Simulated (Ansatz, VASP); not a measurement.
**Two plane-wave programs on YMn3**

```
Y Mn
1.0
     4.10691    0.00000    0.00000
     0.00000    4.10691    0.00000
     0.00000    0.00000    4.10691
Y Mn
1 3
Cartesian
  0.0000 0.0000 0.0000
  0.0000 2.0535 2.0535
  2.0535 2.0535 0.0000
  2.0535 0.0000 2.0535
```

Alike in both runs: task single point; functional PBE; k mesh 8 × 8 × 8; occupations gaussian, width 0.05 eV; collinear spin.

|  | VASP | Ansatz |
| --- | --- | --- |
| version | VASP 6.6.1 | Ansatz 0.2.0 |
| potentials or method | VASP PAW PBE potentials, release 64 (Y_sv, Mn_pv), cutoff 520 eV | scalar-relativistic, plane waves, PAW |
| valence electrons in the cell | 50 | 56 |

|  | VASP | Ansatz | Ansatz less VASP |
| --- | --- | --- | --- |
| gap on the k mesh at the Fermi level (eV) | none | none | - |
| pressure (GPa) | -0.1 | 0.0 | +0.09 |
| net moment per atom (μB) | 2.46 | 2.47 | 0.000 |
| size of the moment on the site where the two differ most (μB) | 0.22 | 0.16 | -0.059 |

Site moments also hang on the region over which each program counts them. A gap of «none» marks a metal or a gap that the smearing closes. VASP's potentials hold 50 valence electrons a cell and Ansatz's 56, so a difference there can come from the potentials and not from the codes.
